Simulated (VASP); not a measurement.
# ZnO (Fm-3m) in VASP: single point with LDA

Aim: the single point of ZnO with LDA.

Everything below comes from runs of VASP 6.6.1. Logs are shortened: lines on timing, memory, paths and dates and some standing lists are left out, and cuts for length are marked.

**1. The cell of the first run**

The structure is cubic, space group Fm-3m (No. 225). The conventional cell has a = 4.339 Å, b = 4.339 Å, c = 4.339 Å, α = 90.00°, β = 90.00°, γ = 90.00°. Within 2.9 Å of Zn (site symmetry m-3m) lie 6 O at 2.17 Å. O (site symmetry m-3m) has 6 Zn at 2.17 Å within 2.9 Å.

**2. Single point, LDA**

INCAR

```
  PREC = Accurate
  ENCUT = 600
  EDIFF = 1E-6
  ISMEAR = 0
  SIGMA = 0.1
  LREAL = False
  LASPH = True
  NELM = 120
  ALGO = Normal
  ISIF = 2
  LWAVE = False
  LCHARG = False
  GGA = CA
  NBANDS = 16
  GGA_COMPAT = False
```

KPOINTS

```
Automatic mesh
0
Gamma
  8 8 8
```

POSCAR

```
ZnO
1.0
    0.0000000000      2.1694420000      2.1694420000
    2.1694420000      0.0000000000      2.1694420000
    2.1694420000      2.1694420000      0.0000000000
Zn O
1 1
Direct
    0.0000000000      0.0000000000      0.0000000000
    0.5000000000      0.5000000000      0.5000000000
```

Potentials or basis: VASP PAW LDA potentials, release 64 (Zn, O).

Launch:

```console
> cat potpaw_LDA.64/Zn/POTCAR potpaw_LDA.64/O/POTCAR > POTCAR
> mpirun -np 1 vasp_std > vasp.out
```

OUTCAR:

```text
PREC = Accurate
   ENCUT = 600
   EDIFF = 1E-6
   ISMEAR = 0
   LREAL = False
   LASPH = True
   NELM = 120
   ISIF = 2
   GGA = CA

 ion  position               nearest neighbor table
   1  0.000  0.000  0.000-   2 2.17   2 2.17   2 2.17   2 2.17   2 2.17   2 2.17
   2  0.500  0.500  0.500-   1 2.17   1 2.17   1 2.17   1 2.17   1 2.17   1 2.17

  LATTYP: Found a face centered cubic cell.
 ALAT       =     4.3388840000

  Lattice vectors:

 A1 = (   0.0000000000,   2.1694420000,   2.1694420000)
 A2 = (   2.1694420000,   0.0000000000,   2.1694420000)
 A3 = (   2.1694420000,   2.1694420000,   0.0000000000)

Analysis of symmetry for initial positions (statically):
=====================================================================
 Subroutine PRICEL returns:
 Original cell was already a primitive cell.

 Routine SETGRP: Setting up the symmetry group for a
 face centered cubic supercell.

 Subroutine GETGRP returns: Found 48 space group operations
 (whereof 48 operations were pure point group operations)
 out of a pool of 48 trial point group operations.

The static configuration has the point symmetry O_h .

Analysis of symmetry for dynamics (positions and initial velocities):
=====================================================================
 Subroutine PRICEL returns:
 Original cell was already a primitive cell.

 Routine SETGRP: Setting up the symmetry group for a
 face centered cubic supercell.

 Subroutine GETGRP returns: Found 48 space group operations
 (whereof 48 operations were pure point group operations)
 out of a pool of 48 trial point group operations.

The dynamic configuration has the point symmetry O_h .

 Subroutine INISYM returns: Found 48 space group operations
 (whereof 48 operations are pure point group operations),
 and found     1 'primitive' translations

----------------------------------------------------------------------------------------

                                     Primitive cell

  volume of cell :      20.4209

  direct lattice vectors                    reciprocal lattice vectors
     0.000000000  2.169442000  2.169442000    -0.230474011  0.230474011  0.230474011
     2.169442000  0.000000000  2.169442000     0.230474011 -0.230474011  0.230474011
     2.169442000  2.169442000  0.000000000     0.230474011  0.230474011 -0.230474011

  length of vectors
     3.068054299  3.068054299  3.068054299     0.399192697  0.399192697  0.399192697

  position of ions in fractional coordinates (direct lattice)
     0.000000000  0.000000000  0.000000000
     0.500000000  0.500000000  0.500000000

  ion indices of the primitive-cell ions
   primitive index   ion index
                 1           1
                 2           2

----------------------------------------------------------------------------------------

 KPOINTS: Automatic mesh

Automatic generation of k-mesh.
 Grid dimensions read from file:
 generate k-points for:    8    8    8

 Generating k-lattice:

  Cartesian coordinates                     Fractional coordinates (reciprocal lattice)
    -0.028809251  0.028809251  0.028809251     0.125000000  0.000000000  0.000000000
     0.028809251 -0.028809251  0.028809251     0.000000000  0.125000000  0.000000000
     0.028809251  0.028809251 -0.028809251     0.000000000  0.000000000  0.125000000

  Length of vectors
     0.049899087  0.049899087  0.049899087

  Shift w.r.t. Gamma in fractional coordinates (k-lattice)
     0.000000000  0.000000000  0.000000000

 Subroutine IBZKPT returns following result:
 ===========================================

 Found     29 irreducible k-points:

 Following reciprocal coordinates:
            Coordinates               Weight
  0.000000  0.000000  0.000000      1.000000
  0.125000  0.000000  0.000000      8.000000
  0.250000  0.000000  0.000000      8.000000
  0.375000  0.000000  0.000000      8.000000
  0.500000  0.000000  0.000000      4.000000
  0.125000  0.125000  0.000000      6.000000
[... 16 lines left out ...]
  0.500000  0.250000  0.125000     48.000000
 -0.375000  0.250000  0.125000     24.000000
 [... further k-points ...]
   k-points           NKPTS =     29   k-points in BZ     NKDIM =     29   number of bands    NBANDS=     16
   number of dos      NEDOS =    301   number of ions     NIONS =      2
   total plane-waves  NPLWV =  21952
   dimension x,y,z NGX =    28 NGY =   28 NGZ =   28
   dimension x,y,z NGXF=    56 NGYF=   56 NGZF=   56
   ions per type =               1   1
   NGX,Y,Z   is equivalent  to a cutoff of  15.17, 15.17, 15.17 a.u.
   NGXF,Y,Z  is equivalent  to a cutoff of  30.34, 30.34, 30.34 a.u.
 SYSTEM =  unknown system
   PREC   = accura    normal or accurate (medium, high low for compatibility)
   ISTART =      0    job   : 0-new  1-cont  2-samecut
   ICHARG =      2    charge: 1-file 2-atom 10-const
   ISPIN  =      1    spin polarized calculation?
   LNONCOLLINEAR =      F non collinear calculations
   LSORBIT =      F    spin-orbit coupling
   LASPH  =      T    aspherical Exc in radial PAW
   ENCUT  =  600.0 eV  44.10 Ry    6.64 a.u.   6.13  6.13  6.13*2*pi/ulx,y,z
   NELM   =    120;   NELMIN=  2; NELMDL= -5     # of ELM steps
   EDIFF  = 0.1E-05   stopping-criterion for ELM
   LREAL  =      F    real-space projection
   EDIFFG = 0.1E-04   stopping-criterion for IOM
   NSW    =      0    number of steps for IOM
   IBRION =     -1    ionic relax: 0-MD 1-quasi-New 2-CG
   NFREE  =      0    steps in history (QN), initial steepest desc. (CG)
   ISIF   =      2    stress and relaxation
   ISYM   =      2    0-nonsym 1-usesym 2-fastsym
   POTIM  = 0.5000    time-step for ionic-motion
   TEBEG  =    0.0;   TEEND  =   0.0 temperature during run
   PSTRESS=    0.0 pullay stress
   NELECT =      18.0000    total number of electrons
   NUPDOWN=      -1.0000    fix difference up-down
   EMIN   =  10.00;   EMAX   =-10.00  energy-range for DOS
   EFERMI =   0.00;   METHOD = LEGACY
   ISMEAR =     0;   SIGMA  =   0.10  broadening in eV -4-tet -1-fermi 0-gaus
   EFERMI_NEDOS =   21; number of points for ismear=-14 and -15
   IALGO  =     38    algorithm
   IMIX   =      4    mixing-type and parameters
     AMIX     =   0.40;   BMIX     =  1.00
     AMIX_MAG =   1.60;   BMIX_MAG =  1.00
  volume/ion in A,a.u.               =      10.21        68.90
  Fermi-wavevector in a.u.,A,eV,Ry     =   1.569667  2.966241 33.522790  2.463856
  Thomas-Fermi vector in A             =   2.671516
   LORBIT       =      0    0 simple, 1 ext, 2 COOP (PROOUT), +10 PAW based schemes
   GGA     = CA    functional components
   LHFCALC =     F    Hartree Fock is set to
   AEXX    =    0.0000 exact exchange contribution
   IVDW    =     0    specifies the selected vdW correction
   LEPSILON=     F    determine dielectric tensor
   LRPA    =     F    only Hartree local field effects (RPA)
 non-spin polarized calculation
 Gauss-broadening in eV      SIGMA  =   0.10
  energy-cutoff  :      600.00
  volume of cell :       20.42
 maximum number of plane-waves:       701
 NGX is ok and might be reduce to    28
   NGX = 13   NGY = 13   NGZ = 13

 number of electron      18.0000004 magnetization

 Free energy of the ion-electron system (eV)
  ---------------------------------------------------
  ext. energy  EPLUGINS =         0.00000000
  ---------------------------------------------------
  free energy    TOTEN  =       -10.29230489 eV

  energy without entropy =      -10.29230488  energy(sigma->0) =      -10.29230489

 E-fermi :   2.3899     XC(G=0): -12.5621

 val. band max:        2.0327048212   @ k =   0.5000   0.0000   0.0000
 cond. band min:       2.7175809298   @ k =   0.0000   0.0000   0.0000
 fundamental gap:      0.6848761086
 Fermi energy:         2.3898785141

 k-point     1 :       0.0000    0.0000    0.0000
  band No.  band energies     occupation
      1     -15.9290      2.00000
      2      -2.8641      2.00000
      3      -2.8641      2.00000
      4      -2.8641      2.00000
      5      -2.6657      2.00000
      6      -2.6657      2.00000
[... 8 lines left out ...]
     15      20.5601      0.00000
     16      20.5601      0.00000

 k-point     2 :       0.1250    0.0000    0.0000
  band No.  band energies     occupation
      1     -15.7633      2.00000
      2      -2.9785      2.00000
      3      -2.9075      2.00000
      4      -2.9075      2.00000
      5      -2.7524      2.00000
      6      -2.7524      2.00000
[... 8 lines left out ...]
     15      21.1326      0.00000
     16      21.1326      0.00000

 k-point     3 :       0.2500    0.0000    0.0000
  band No.  band energies     occupation
      1     -15.3295      2.00000
      2      -3.6078      2.00000
      3      -3.2559      2.00000
      4      -3.2559      2.00000
      5      -2.6529      2.00000
      6      -2.6529      2.00000
[... 8 lines left out ...]
     15      22.5078      0.00000
     16      22.5078      0.00000

 k-point     4 :       0.3750    0.0000    0.0000
  band No.  band energies     occupation
      1     -14.8334      2.00000
      2      -4.6348      2.00000
      3      -3.5711      2.00000
      4      -3.5711      2.00000
      5      -2.5253      2.00000
      6      -2.5253      2.00000
[... 8 lines left out ...]
     15      24.4992      0.00000
     16      24.4992      0.00000

 k-point     5 :       0.5000    0.0000    0.0000
  band No.  band energies     occupation
      1     -14.6032      2.00000
      2      -5.1048      2.00000
      3      -3.6906      2.00000
      4      -3.6906      2.00000
      5      -2.4708      2.00000
      6      -2.4708      2.00000
[... 8 lines left out ...]
     15      25.9327      0.00000
     16      25.9327      0.00000

 k-point     6 :       0.1250    0.1250    0.0000
  band No.  band energies     occupation
      1     -15.7123      2.00000
      2      -3.1124      2.00000
      3      -2.9211      2.00000
      4      -2.8555      2.00000
      5      -2.8555      2.00000
      6      -2.6383      2.00000
[... 8 lines left out ...]
     15      23.6220      0.00000
     16      23.6220      0.00000

 k-point     7 :       0.2500    0.1250    0.0000
  band No.  band energies     occupation
      1     -15.3789      2.00000
      2      -3.6015      2.00000
      3      -3.1114      2.00000
      4      -2.9875      2.00000
      5      -2.7738      2.00000
      6      -2.5949      2.00000
[... 8 lines left out ...]
     15      23.6477      0.00000
     16      24.7055      0.00000

 k-point     8 :       0.3750    0.1250    0.0000
  band No.  band energies     occupation
      1     -14.9130      2.00000
      2      -4.2667      2.00000
      3      -3.4848      2.00000
      4      -3.3219      2.00000
      5      -2.6402      2.00000
      6      -2.4929      2.00000
[... 8 lines left out ...]
     15      23.9551      0.00000
     16      25.8373      0.00000

 k-point     9 :       0.5000    0.1250    0.0000
  band No.  band energies     occupation
      1     -14.5906      2.00000
      2      -4.8204      2.00000
      3      -3.6537      2.00000
      4      -3.5765      2.00000
      5      -2.5152      2.00000
      6      -2.4578      2.00000
[... 8 lines left out ...]
     15      24.2395      0.00000
     16      26.2643      0.00000
[... 172 lines left out ...]
 k-point    19 :       0.5000    0.3750    0.0000
  band No.  band energies     occupation
      1     -14.5116      2.00000
      2      -3.5607      2.00000
      3      -3.3007      2.00000
      4      -2.7729      2.00000
      5      -2.4187      2.00000
      6      -2.3922      2.00000
[... 8 lines left out ...]
     15      28.5400      0.00000
     16      29.7963      0.00000

 k-point    20 :      -0.3750    0.3750    0.0000
  band No.  band energies     occupation
      1     -14.4323      2.00000
      2      -3.6950      2.00000
      3      -3.4335      2.00000
      4      -3.1704      2.00000
      5      -2.4280      2.00000
      6      -2.4279      2.00000
[... 8 lines left out ...]
     15      27.1942      0.00000
     16      29.2467      0.00000

 k-point    21 :       0.5000    0.5000    0.0000
  band No.  band energies     occupation
      1     -14.4916      2.00000
      2      -3.2608      2.00000
      3      -3.2557      2.00000
      4      -2.4779      2.00000
      5      -2.3663      2.00000
      6      -2.3663      2.00000
[... 8 lines left out ...]
     15      27.8860      0.00000
     16      32.4605      0.00000

 k-point    22 :       0.3750    0.2500    0.1250
  band No.  band energies     occupation
      1     -15.0393      2.00000
      2      -3.9879      2.00000
      3      -3.2351      2.00000
      4      -3.1914      2.00000
      5      -2.6900      2.00000
      6      -2.4869      2.00000
[... 8 lines left out ...]
     15      25.5197      0.00000
     16      25.7307      0.00000

 k-point    23 :       0.5000    0.2500    0.1250
  band No.  band energies     occupation
      1     -14.6680      2.00000
      2      -4.3075      2.00000
      3      -3.5116      2.00000
      4      -3.3545      2.00000
      5      -2.5762      2.00000
      6      -2.4314      2.00000
[... 8 lines left out ...]
     15      24.7165      0.00000
     16      26.8562      0.00000

 k-point    24 :      -0.3750    0.2500    0.1250
  band No.  band energies     occupation
      1     -14.5030      2.00000
      2      -4.4504      2.00000
      3      -3.5639      2.00000
      4      -3.4990      2.00000
      5      -2.4834      2.00000
      6      -2.4665      2.00000
[... 8 lines left out ...]
     15      22.9694      0.00000
     16      27.6336      0.00000

 [... further k-points ...]

------------------------ aborting loop because EDIFF is reached ----------------------------------------

  FORCE on cell =-STRESS in cart. coord.  units (eV):
  Direction    XX          YY          ZZ          XY          YZ          ZX
  --------------------------------------------------------------------------------------
  -------------------------------------------------------------------------------------
  Total       -1.8087107     -1.8087107     -1.8087107     -0.0000000      0.0000000     -0.0000000
  in kB     -141.9075729   -141.9075729   -141.9075729     -0.0000000      0.0000000     -0.0000000
  external PRESSURE =    -141.9075729 kB  Pullay stress =       0.0000000 kB

 VOLUME and BASIS-vectors are now :
 -----------------------------------------------------------------------------
  energy-cutoff  :      600.00
  volume of cell :       20.42
      direct lattice vectors                 reciprocal lattice vectors
     0.000000000  2.169442000  2.169442000    -0.230474011  0.230474011  0.230474011
     2.169442000  0.000000000  2.169442000     0.230474011 -0.230474011  0.230474011
     2.169442000  2.169442000  0.000000000     0.230474011  0.230474011 -0.230474011

 POSITION                                       TOTAL-FORCE (eV/Angst)
 -----------------------------------------------------------------------------------
      0.00000      0.00000      0.00000         0.000000     -0.000000      0.000000
      2.16944      2.16944      2.16944        -0.000000      0.000000     -0.000000
 -----------------------------------------------------------------------------------
    total drift:                                0.000000      0.000000      0.000000

  FREE ENERGIE OF THE ION-ELECTRON SYSTEM (eV)
  ---------------------------------------------------
  free  energy   TOTEN  =       -10.2923048888 eV

  energy  without entropy=      -10.2923048838  energy(sigma->0) =      -10.29230489
```

It took 21 s on 1 thread of Intel Xeon 8259CL, shared host; peak memory 0.14 GiB.

What came out:

* Free energy: -10.2923 eV
* Pressure: -14.2 GPa
* Band gap on the k mesh: 0.68 eV, indirect (least direct gap 1.90 eV)

A k mesh can miss the band edges. Expect the measured gap to be larger: semilocal functionals such as LDA lack the derivative discontinuity.
